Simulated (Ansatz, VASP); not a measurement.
Two plane-wave programs on CuO

```
CELL_PARAMETERS angstrom
4.16094 0.00000 0.00000
0.00000 4.16094 0.00000
0.00000 0.00000 3.88764
ATOMIC_POSITIONS crystal
Cu 0.50000 0.00000 0.50000
Cu 0.00000 0.50000 0.50000
Cu 0.00000 0.00000 0.00000
O 0.00000 0.00000 0.50000
O 0.50000 0.00000 0.00000
O 0.00000 0.50000 0.00000
```

Alike in both runs: task relaxation of cell and atoms; functional LDA; k mesh 7 × 7 × 7; occupations fermi-dirac, width 0.05 eV; no spin polarisation.

```csv
,VASP,Ansatz
version,VASP 6.6.1,Ansatz 0.2.0
potentials or method,"VASP PAW LDA potentials, release 64 (Cu, O)",Ansatz PAW
plane-wave cutoff (eV),600,420
valence electrons in the cell,51,75
```

VASP gave:

| Quantity | Value |
| --- | --- |
| gap on the k mesh at the Fermi level, each at its own relaxed structure (eV) | none |
| relaxed volume (Å³/atom) | 10.39 |
| relaxed length of the cell vector where the two differ most in proportion (Å) | 3.819 |

Question: Which values does Ansatz return?

Answer: gap on the k mesh at the Fermi level, each at its own relaxed structure (eV): none; relaxed volume (Å³/atom): 10.37; relaxed length of the cell vector where the two differ most in proportion (Å): 3.807.

LDA's correlation is that of Perdew and Zunger in VASP and of Perdew and Wang (1992) in Ansatz. A gap of «none» marks a metal or a gap that the smearing closes. VASP's potentials hold 51 valence electrons a cell and Ansatz's 75, so a difference there can come from the potentials and not from the codes.

Noted on Ansatz's run: the plane-wave basis is chosen anew once the cell has moved, so the energies of steps on either side of that aren't comparable.
